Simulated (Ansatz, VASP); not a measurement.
AlN in VASP and in Ansatz

The input POSCAR:

```
AlN
1.0
    2.9668956864      0.0000000000      0.0000000000
   -1.4834478432      2.5694070348      0.0000000000
    0.0000000000      0.0000000000      4.7545381020
Al N
2 2
Direct
    0.6666666667      0.3333333333      0.4989319757
    0.3333333333      0.6666666667      0.9989319757
    0.6666666667      0.3333333333      0.8810680243
    0.3333333333      0.6666666667      0.3810680243
```

The input INCAR.step1:

```
ALGO = Normal ; EDIFF = 1E-4
ENCUT = 520 ; GGA = PE
ISMEAR = 0 ; LASPH = True
LCHARG = False ; LREAL = False
LWAVE = True ; NELM = 80
PREC = Accurate ; SIGMA = 0.02
```

File INCAR.step2:

```
ALGO = Normal ; EDIFF = 1E-7
EDIFFG = -0.008 ; ENCUT = 520
IBRION = 2 ; ISIF = 2
ISMEAR = 0 ; ISTART = 1
LASPH = True ; LCHARG = False
LMIXTAU = True ; LREAL = False
LWAVE = False ; METAGGA = R2SCAN
NELM = 80 ; NSW = 60
PREC = Accurate ; SIGMA = 0.02
```

KPOINTS

```
k-points
0
Gamma
  12 12 6
```

Input for Ansatz:

```yaml
crystal:
  lattice:
    - [2.9668956864, 0.0, 0.0]
    - [-1.4834478432, 2.5694070348, 0.0]
    - [0.0, 0.0, 4.754538102]
  atoms:
    - { symbol: Al, position: [0.6666666667, 0.3333333333, 0.4989319757] }
    - { symbol: Al, position: [0.3333333333, 0.6666666667, 0.9989319757] }
    - { symbol: "N", position: [0.6666666667, 0.3333333333, 0.8810680243] }
    - { symbol: "N", position: [0.3333333333, 0.6666666667, 0.3810680243] }
basis:
  ecutwfc: 500
kpoints:
  mp_grid: { grid: [12, 12, 6] }
hamiltonian:
  xc: r2scan
scf:
  occupations: { method: gaussian, width: 0.02 }
output:
  forces: true
  stress: true
  eigenvalues: true
relax:
  adjacent_minimum: "off"
  f_tol: 0.008
  max_steps: 40
```

Change from the starting cell: equal strain along all axes, cell held, atoms relaxed: -4.5 %.

Alike in both runs: task relaxation of the atoms; functional r2SCAN; k mesh 12 × 12 × 6; occupations gaussian, width 0.02 eV; no spin polarisation.

|  | VASP | Ansatz |
| --- | --- | --- |
| version | VASP 6.6.1 | Ansatz 0.2.0 |
| potentials or method | VASP PAW PBE potentials, release 64 (Al, N), cutoff 520 eV | scalar-relativistic, plane waves, PAW |
| valence electrons in the cell | 16 | 16 |

```csv
,VASP,Ansatz,Ansatz less VASP
"gap on the k mesh at the Fermi level, each at its own relaxed structure (eV)",5.77,5.78,+0.013
```

VASP's potentials were made for PBE, not for r2SCAN. Ansatz's warnings: stress scf threshold loose.
